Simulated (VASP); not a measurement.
# Ti9O16 (a cell with a defect) in VASP: further runs

The runs below take Ti9O16 (a cell with a defect) through single point, with PBE.

Everything below comes from runs of VASP 6.6.1. Logs are shortened: lines on timing, memory, paths and dates and some standing lists are left out, and cuts for length are marked.

### 1 The cell of the first run

The cell holds a defect, 25 atoms: a = 6.567 Å, b = 6.567 Å, c = 7.530 Å, α = 115.85°, β = 115.85°, γ = 90.00°.

### 2 Single point, PBE

Input file INCAR:

```
SYSTEM = Ti9O16
PREC = Accurate ; ENCUT = 520
EDIFF = 1E-7 ; ISMEAR = 0
SIGMA = 0.02 ; LREAL = Auto
LASPH = .True. ; NELM = 100
ALGO = Normal ; ISIF = 2
LWAVE = .False. ; LCHARG = .False.
GGA = PE ; NELECT = 200.0
NBANDS = 120
```

Input file KPOINTS:

```
regular mesh
0
Gamma
  3 3 3
  0 0 0
```

Input file POSCAR:

```
Ti9O16
1.0
   -4.6432750096      4.6432750096      0.0000000000
    4.6432750096      4.6432750096      0.0000000000
    0.0000000000     -4.6432750096     -5.9277640514
Ti O
9 16
Direct
    0.7369186125      0.7370790596      0.4902232907
    0.5406290157      0.5121258579      0.0173910431
    0.2559642387      0.2557307828      0.4902177237
   -0.0205691837      0.0078454589      0.0173864882
    0.1458929635      0.6546218230      0.2657357793
    0.8491889360      0.4274387713      0.7516424340
    0.6225090723      0.1137250793      0.2657324054
    0.4051033366      0.8267596021      0.7516316374
    0.1415521095      0.1415172204      0.7804264744
    0.2661111358      0.5472732460      0.4846235402
    0.0203501301      0.2943707292     -0.0217685790
    0.7892444742      0.0673481848      0.5201988428
    0.5310751187      0.8073680364      0.0136446052
    0.4336994740      0.6445075778      0.2459578329
    0.1791655335      0.4021060222      0.7464698260
    0.9289622260      0.1506678126      0.2579522374
    0.6812624434      0.8779686471      0.7483592399
    0.2336181754      0.9554664383      0.5201929384
   -0.0147756317      0.7088791148      0.0136253736
    0.7211679354      0.4399603831      0.4846424343
    0.4605489990      0.1864999717     -0.0217505283
    0.8316581518      0.6098974338      0.2579679263
    0.5697635876      0.3729863134      0.7483683496
    0.3149177615      0.1040560318      0.2459448432
    0.0699798457      0.8469911130      0.7464794418
```

Potentials or basis: VASP PAW PBE potentials, release 64 (Ti_sv, O).

On the command line:

```console
> cat potpaw_PBE.64/Ti_sv/POTCAR potpaw_PBE.64/O/POTCAR > POTCAR
> mpirun -np 1 vasp_std > vasp.out
```

OUTCAR:

```text
SYSTEM = Ti9O16
   PREC = Accurate
   ENCUT = 520
   EDIFF = 1E-7
   ISMEAR = 0
   LREAL = Auto
   LASPH = .True.
   NELM = 100
   ISIF = 2
   GGA = PE
   NELECT = 200.0

 ion  position               nearest neighbor table
   1  0.737  0.737  0.490-  14 1.88  20 1.93  22 1.95  17 1.95  25 2.03  12 2.09   2 2.82
   2  0.541  0.512  0.017-  22 1.82  23 1.92  13 1.95  14 1.99  21 2.06  15 2.19   1 2.82   9 2.85

   3  0.256  0.256  0.490-  24 1.88  10 1.93  16 1.95  23 1.95  15 2.03  18 2.09   4 2.82
   4  0.979  0.008  0.017-  16 1.82  17 1.92  19 1.95  24 1.99  11 2.06  25 2.19   3 2.82   9 2.85
[... 11 lines left out ...]
  12  0.789  0.067  0.520-   7 1.91   1 2.09   6 2.14   9 2.15
  13  0.531  0.807  0.014-   8 1.84   7 1.92   2 1.95
  14  0.434  0.645  0.246-   1 1.88   5 1.96   2 1.99
  15  0.179  0.402  0.746-   9 1.87   3 2.03   6 2.19   2 2.19
  16  0.929  0.151  0.258-   4 1.82   3 1.95   7 2.06
  17  0.681  0.878  0.748-   8 1.86   4 1.92   1 1.95
  18  0.234  0.955  0.520-   5 1.91   3 2.09   8 2.14   9 2.15
  19  0.985  0.709  0.014-   6 1.84   5 1.92   4 1.95
  20  0.721  0.440  0.485-   6 1.85   7 1.93   1 1.93
  21  0.461  0.186  0.978-   9 1.89   2 2.06   8 2.14   7 2.22
  22  0.832  0.610  0.258-   2 1.82   1 1.95   5 2.06
  23  0.570  0.373  0.748-   6 1.86   2 1.92   3 1.95
  24  0.315  0.104  0.246-   3 1.88   7 1.96   4 1.99
  25  0.070  0.847  0.746-   9 1.87   1 2.03   8 2.19   4 2.19

  LATTYP: Found a body centered tetragonal cell.
 ALAT       =     6.5665824924
 C/A-ratio  =     1.8054335138

  Lattice vectors:

 A1 = (  -4.6432750096,   0.0000000000,   5.9277640514)
 A2 = (   4.6432750096,   0.0000000000,   5.9277640514)
 A3 = (   0.0000000000,   4.6432750096,  -5.9277640514)

Analysis of symmetry for initial positions (statically):
=====================================================================
 Subroutine PRICEL returns:
 Original cell was already a primitive cell.

 Routine SETGRP: Setting up the symmetry group for a
 body centered tetragonal supercell.

 Subroutine GETGRP returns: Found  1 space group operations
 (whereof  1 operations were pure point group operations)
 out of a pool of 16 trial point group operations.

The static configuration has the point symmetry C_1 .

Analysis of symmetry for dynamics (positions and initial velocities):
=====================================================================
 Subroutine PRICEL returns:
 Original cell was already a primitive cell.

 Routine SETGRP: Setting up the symmetry group for a
 body centered tetragonal supercell.

 Subroutine GETGRP returns: Found  1 space group operations
 (whereof  1 operations were pure point group operations)
 out of a pool of 16 trial point group operations.

The dynamic configuration has the point symmetry C_1 .

 Subroutine INISYM returns: Found  1 space group operations
 (whereof  1 operations are pure point group operations),
 and found     1 'primitive' translations

----------------------------------------------------------------------------------------

                                     Primitive cell

  volume of cell :     255.6052

  direct lattice vectors                    reciprocal lattice vectors
    -4.643275010  4.643275010  0.000000000    -0.107682616  0.107682616 -0.084348836
     4.643275010  4.643275010  0.000000000     0.107682616  0.107682616 -0.084348836
     0.000000000 -4.643275010 -5.927764051     0.000000000  0.000000000 -0.168697673

  length of vectors
     6.566582492  6.566582492  7.529833296     0.174085662  0.174085662  0.168697673

  position of ions in fractional coordinates (direct lattice)
     0.736918612  0.737079060  0.490223291
     0.540629016  0.512125858  0.017391043
     0.255964239  0.255730783  0.490217724
     0.979430816  0.007845459  0.017386488
     0.145892964  0.654621823  0.265735779
     0.849188936  0.427438771  0.751642434
[... 17 lines left out ...]
     0.314917761  0.104056032  0.245944843
     0.069979846  0.846991113  0.746479442

  ion indices of the primitive-cell ions
   primitive index   ion index
                 1           1
                 2           2
                 3           3
                 4           4
                 5           5
                 6           6
[... 17 lines left out ...]
                24          24
                25          25

----------------------------------------------------------------------------------------

 KPOINTS: regular mesh

Automatic generation of k-mesh.
 Grid dimensions read from file:
 generate k-points for:    3    3    3

 Generating k-lattice:

  Cartesian coordinates                     Fractional coordinates (reciprocal lattice)
    -0.035894205  0.035894205 -0.028116279     0.333333333  0.000000000  0.000000000
     0.035894205  0.035894205 -0.028116279     0.000000000  0.333333333  0.000000000
     0.000000000  0.000000000 -0.056232558     0.000000000  0.000000000  0.333333333

  Length of vectors
     0.058028554  0.058028554  0.056232558

  Shift w.r.t. Gamma in fractional coordinates (k-lattice)
     0.000000000  0.000000000  0.000000000

 Subroutine IBZKPT returns following result:
 ===========================================

 Found     14 irreducible k-points:

 Following reciprocal coordinates:
            Coordinates               Weight
  0.000000  0.000000  0.000000      1.000000
  0.333333  0.000000  0.000000      2.000000
  0.000000 -0.333333  0.333333      2.000000
 -0.333333  0.000000  0.333333      2.000000
  0.000000  0.333333  0.000000      2.000000
  0.333333  0.333333  0.000000      2.000000
  0.333333 -0.333333  0.333333      2.000000
 -0.333333 -0.333333 -0.333333      2.000000
 -0.333333  0.333333  0.333333      2.000000
 -0.333333  0.333333  0.000000      2.000000
  0.333333  0.333333 -0.333333      2.000000
  0.000000  0.000000  0.333333      2.000000
  0.333333  0.000000  0.333333      2.000000
  0.000000 -0.333333 -0.333333      2.000000
   k-points           NKPTS =     14   k-points in BZ     NKDIM =     14   number of bands    NBANDS=    120
   number of dos      NEDOS =    301   number of ions     NIONS =     25
   total plane-waves  NPLWV = 140000
   dimension x,y,z NGX =    50 NGY =   50 NGZ =   56
   dimension x,y,z NGXF=   100 NGYF=  100 NGZF=  112
   ions per type =               9  16
   NGX,Y,Z   is equivalent  to a cutoff of  12.66, 12.66, 12.36 a.u.
   NGXF,Y,Z  is equivalent  to a cutoff of  25.32, 25.32, 24.73 a.u.
 SYSTEM =  Ti9O16
   PREC   = accura    normal or accurate (medium, high low for compatibility)
   ISTART =      0    job   : 0-new  1-cont  2-samecut
   ICHARG =      2    charge: 1-file 2-atom 10-const
   ISPIN  =      1    spin polarized calculation?
   LNONCOLLINEAR =      F non collinear calculations
   LSORBIT =      F    spin-orbit coupling
   LASPH  =      T    aspherical Exc in radial PAW
   ENCUT  =  520.0 eV  38.22 Ry    6.18 a.u.  12.21 12.21 14.00*2*pi/ulx,y,z
   NELM   =    100;   NELMIN=  2; NELMDL= -5     # of ELM steps
   EDIFF  = 0.1E-06   stopping-criterion for ELM
   LREAL  =      T    real-space projection
   EDIFFG = 0.1E-05   stopping-criterion for IOM
   NSW    =      0    number of steps for IOM
   IBRION =     -1    ionic relax: 0-MD 1-quasi-New 2-CG
   NFREE  =      0    steps in history (QN), initial steepest desc. (CG)
   ISIF   =      2    stress and relaxation
   ISYM   =      2    0-nonsym 1-usesym 2-fastsym
   POTIM  = 0.5000    time-step for ionic-motion
   TEBEG  =    0.0;   TEEND  =   0.0 temperature during run
   PSTRESS=    0.0 pullay stress
   NELECT =     200.0000    total number of electrons
   NUPDOWN=      -1.0000    fix difference up-down
   EMIN   =  10.00;   EMAX   =-10.00  energy-range for DOS
   EFERMI =   0.00;   METHOD = LEGACY
   ISMEAR =     0;   SIGMA  =   0.02  broadening in eV -4-tet -1-fermi 0-gaus
   EFERMI_NEDOS =   21; number of points for ismear=-14 and -15
   IALGO  =     38    algorithm
   IMIX   =      4    mixing-type and parameters
     AMIX     =   0.40;   BMIX     =  1.00
     AMIX_MAG =   1.60;   BMIX_MAG =  1.00
  volume/ion in A,a.u.               =      10.22        69.00
  Fermi-wavevector in a.u.,A,eV,Ry     =   1.508557  2.850758 30.963361  2.275743
  Thomas-Fermi vector in A             =   2.618995
   LORBIT       =      0    0 simple, 1 ext, 2 COOP (PROOUT), +10 PAW based schemes
   GGA     = PE    functional components
   LHFCALC =     F    Hartree Fock is set to
   AEXX    =    0.0000 exact exchange contribution
   IVDW    =     0    specifies the selected vdW correction
   LEPSILON=     F    determine dielectric tensor
   LRPA    =     F    only Hartree local field effects (RPA)
 non-spin polarized calculation
 Gauss-broadening in eV      SIGMA  =   0.02
  energy-cutoff  :      520.00
  volume of cell :      255.61
 maximum number of plane-waves:      6906
 NGX is ok and might be reduce to    50
   NGX = 25   NGY = 25   NGZ = 27

 number of electron     199.9999997 magnetization

 Free energy of the ion-electron system (eV)
  ---------------------------------------------------
  ext. energy  EPLUGINS =         0.00000000
  ---------------------------------------------------
  free energy    TOTEN  =      -252.83621005 eV

  energy without entropy =     -252.83621005  energy(sigma->0) =     -252.83621005

 E-fermi :   4.8286     XC(G=0): -11.4326

 val. band max:        4.7172397034   @ k =  -0.3333   0.3333   0.0000
 cond. band min:       7.1035429842   @ k =   0.3333  -0.3333   0.3333
 fundamental gap:      2.3863032809
 Fermi energy:         4.8285692811

 k-point     1 :       0.0000    0.0000    0.0000
  band No.  band energies     occupation
      1     -51.7540      2.00000
      2     -51.7525      2.00000
      3     -51.5882      2.00000
      4     -51.5835      2.00000
      5     -51.4938      2.00000
      6     -51.4891      2.00000
[... 1599 lines left out ...]
    111       8.2084      0.00000
    112       8.2372      0.00000
 [bands above 112 left out]

------------------------ aborting loop because EDIFF is reached ----------------------------------------

  FORCE on cell =-STRESS in cart. coord.  units (eV):
  Direction    XX          YY          ZZ          XY          YZ          ZX
  --------------------------------------------------------------------------------------
  -------------------------------------------------------------------------------------
  Total      -35.0082201    -26.4357782    -25.2081193      1.5995729      0.0043641      0.0131508
  in kB     -219.4375245   -165.7039892   -158.0088127     10.0263973      0.0273550      0.0824315
  external PRESSURE =    -181.0501088 kB  Pullay stress =       0.0000000 kB

 VOLUME and BASIS-vectors are now :
 -----------------------------------------------------------------------------
  energy-cutoff  :      520.00
  volume of cell :      255.61
      direct lattice vectors                 reciprocal lattice vectors
    -4.643275010  4.643275010  0.000000000    -0.107682616  0.107682616 -0.084348836
     4.643275010  4.643275010  0.000000000     0.107682616  0.107682616 -0.084348836
     0.000000000 -4.643275010 -5.927764051     0.000000000  0.000000000 -0.168697673

 POSITION                                       TOTAL-FORCE (eV/Angst)
 -----------------------------------------------------------------------------------
      0.00075      4.56794     -2.90593         0.002743      0.026582     -0.039816
     -0.13235      4.80748     -0.10309         0.031604     -0.059978      0.065006
     -0.00108      0.09973     -2.90589         0.001023     -0.050380     -0.040106
     -4.51134      4.50347     -0.10306        -0.027804      0.059617      0.055937
      2.36217      2.48313     -1.57522        -0.009158     -0.028385      0.042175
     -1.95830      2.43765     -4.45556        -0.097399      0.016121     -0.003688
[... 17 lines left out ...]
     -0.97909      0.80342     -1.45790        -0.027530      0.017581      0.033880
      3.60788      0.79164     -4.42495        -0.059667     -0.051491     -0.004553
 -----------------------------------------------------------------------------------
    total drift:                               -0.011235     -0.027169     -0.010035

  FREE ENERGIE OF THE ION-ELECTRON SYSTEM (eV)
  ---------------------------------------------------
  free  energy   TOTEN  =      -252.8362100515 eV

  energy  without entropy=     -252.8362100515  energy(sigma->0) =     -252.83621005
```

Wall time 13 min (1 thread of Intel Xeon 6975P-C (Granite Rapids), shared host); peak memory 0.5 GiB.

What came out:

```
Free energy   : -252.8362 eV
Largest force : 0.101 eV/Å
```

Forces in eV/Å, atoms in the order of the input:
```
Ti   0.003  0.027 -0.040
Ti   0.032 -0.060  0.065
Ti   0.001 -0.050 -0.040
Ti  -0.028  0.060  0.056
Ti  -0.009 -0.028  0.042
Ti  -0.097  0.016 -0.004
Ti   0.010  0.033  0.037
Ti   0.093 -0.017 -0.007
Ti   0.000  0.012  0.048
O   -0.028 -0.022  0.048
O    0.044 -0.014 -0.051
O   -0.023 -0.016 -0.030
O   -0.036 -0.021 -0.034
O    0.027 -0.015  0.034
O    0.054  0.050 -0.007
O    0.067 -0.052 -0.053
O   -0.005  0.029  0.014
O    0.025  0.018 -0.033
O    0.034  0.020 -0.036
O    0.031  0.020  0.047
O   -0.049  0.015 -0.047
O   -0.067  0.054 -0.052
O    0.009 -0.023  0.014
O   -0.028  0.018  0.034
O   -0.060 -0.051 -0.005
```

Caveat: the cell carries a net charge on a neutralising background, which shifts energy and pressure; the cell is charged against a uniform background, so pressure and absolute levels hang on convention.

### 3 Single point, PBE

Input file INCAR:

```
SYSTEM = Ti9O16
ALGO = Normal
EDIFF = 1E-6
ENCUT = 520
GGA = PE
ISIF = 2
ISMEAR = 0
LASPH = .TRUE.
LCHARG = .TRUE.
LELF = .TRUE.
LREAL = Auto
LVHAR = .TRUE.
LWAVE = .FALSE.
NBANDS = 120
NELECT = 200.0
NELM = 80
PREC = Accurate
SIGMA = 0.02
```

Input file KPOINTS:

```
k-points
0
G
  3 3 3
  0 0 0
```

Input file POSCAR:

```
Ti9O16
1.0
   -4.6432750096      4.6432750096      0.0000000000
    4.6432750096      4.6432750096      0.0000000000
    0.0000000000     -4.6432750096     -5.9277640514
Ti O
9 16
Direct
    0.7349114220      0.7607638645      0.4911114840
    0.5608332716      0.5280316392      0.0106126019
    0.2588158457      0.2285643530      0.4911133397
   -0.0476023679     -0.0192058160      0.0106126019
    0.1364283977      0.6364954830      0.2576291814
    0.8564112814      0.4037396228      0.7316308413
    0.6238155696      0.1193470651      0.2576296875
    0.3778318118      0.8261067892      0.7316286482
    0.2226462392      0.2204480063      0.9426795587
    0.2340832688      0.5397328366      0.4870411465
   -0.0221748798      0.3035583574     -0.0002614814
    0.7298588370      0.0616210105      0.5033646707
    0.5029931748      0.8040845375      0.0014688506
    0.4245797221      0.5882575139      0.2231192046
    0.1815949062      0.3529276398      0.7584220561
    0.9328184387      0.1139968113      0.2693988806
    0.6738387011      0.8483392418      0.7386393861
    0.2761189111      0.9399591949      0.5033658516
    0.0010854383      0.6955978231      0.0014698628
    0.7555690061      0.4455231878      0.4870392909
    0.5245272241      0.1943934292     -0.0002618188
    0.8391929267      0.6536167982      0.2693988806
    0.5674148912      0.3885144388      0.7386417479
    0.3011563107      0.1330770997      0.2231220724
    0.0794379249      0.9037091542      0.7584212126
```

Potentials or basis: VASP PAW PBE potentials, release 64 (Ti_sv, O).

On the command line:

```console
> cat potpaw_PBE.64/Ti_sv/POTCAR potpaw_PBE.64/O/POTCAR > POTCAR
> mpirun -np 1 vasp_std > vasp.out
```

Run time: 25 min. Hardware: 1 thread of Intel Xeon 8259CL, shared host; peak memory 0.48 GiB.

It converged, with:

```yaml
Free_energy: -252.8186 eV
Largest_force: 0.134 eV/Å
```

Forces on the atoms (eV/Å):
```
Ti  -0.033 -0.020 -0.004
Ti  -0.011 -0.085  0.049
Ti   0.033  0.020 -0.004
Ti   0.011  0.085  0.049
Ti  -0.007 -0.020  0.024
Ti  -0.101 -0.029 -0.054
Ti   0.007  0.020  0.024
Ti   0.101  0.029 -0.054
Ti   0.000  0.000 -0.134
O   -0.034 -0.080  0.056
O    0.090 -0.069 -0.002
O    0.006 -0.022 -0.019
O    0.035 -0.008 -0.014
O   -0.004 -0.048  0.017
O    0.013  0.040  0.030
O    0.033 -0.060 -0.053
O    0.011 -0.033  0.037
O   -0.006  0.022 -0.019
O   -0.035  0.008 -0.014
O    0.034  0.080  0.056
O   -0.090  0.069 -0.002
O   -0.033  0.060 -0.053
O   -0.011  0.033  0.037
O    0.004  0.048  0.017
O   -0.013 -0.040  0.030
```

Levels at points of the mesh, in eV from the Fermi level:
```tsv
k point	band 96	band 97	band 98	band 99	band 100	band 101	band 102	band 103	band 104	band 105
(0.00, 0.00, 0.00)	-1.02	-0.59	-0.55	-0.44	-0.11	2.32	2.46	2.60	2.80	2.83
```

Caveat: the cell carries a net charge on a neutralising background, which shifts energy and pressure; the cell is charged against a uniform background, so pressure and absolute levels hang on convention.
